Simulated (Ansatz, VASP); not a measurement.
## RbBr in VASP and in Ansatz

The input INCAR:

```
PREC = Accurate
ENCUT = 520
EDIFF = 1E-6
ISMEAR = 0
SIGMA = 0.01
LREAL = F
LASPH = T
NELM = 100
ALGO = Normal
ISIF = 2
LWAVE = F
LCHARG = F
GGA = PE
NBANDS = 15
```

The input KPOINTS:

```
regular mesh
0
Gamma
  4 4 4
```

File POSCAR:

```
RbBr
1.0
    4.1279266522      0.0000000000      0.0000000000
    0.0000000000      4.1279266522      0.0000000000
    0.0000000000      0.0000000000      4.1279266522
Rb Br
1 1
Direct
    0.0000000000      0.0000000000      0.0000000000
    0.5000000000      0.5000000000      0.5000000000
```

Input for Ansatz:

```yaml
crystal:
  lattice:
    - [4.1279266522, 0.0, 0.0]
    - [0.0, 4.1279266522, 0.0]
    - [0.0, 0.0, 4.1279266522]
  atoms:
    - { symbol: Rb, position: [0.0, 0.0, 0.0] }
    - { symbol: Br, position: [0.5, 0.5, 0.5] }
kpoints:
  mp_grid: { grid: [4, 4, 4] }
hamiltonian:
  xc: pbe
scf:
  occupations: { method: fixed }
  n_extra_bands: 4
output:
  forces: true
  stress: true
  eigenvalues: true
```

Alike in both runs: task single point; functional PBE; k mesh 4 × 4 × 4; no spin polarisation.

|  | VASP | Ansatz |
| --- | --- | --- |
| version | VASP 6.6.1 | Ansatz 0.2.0 |
| potentials or method | VASP PAW PBE potentials, release 64 (Rb_sv, Br) | plane waves, PAW |
| plane-wave cutoff (eV) | 520 | 420 |
| occupations | gaussian, width 0.01 eV | fixed |
| valence electrons in the cell | 16 | 16 |

Ansatz gave:

* gap on the k mesh at the Fermi level (eV): 4.08
* pressure (GPa): 0.8

Task: Estimate VASP's values.

Result: gap on the k mesh at the Fermi level (eV): 4.07; pressure (GPa): 0.8.
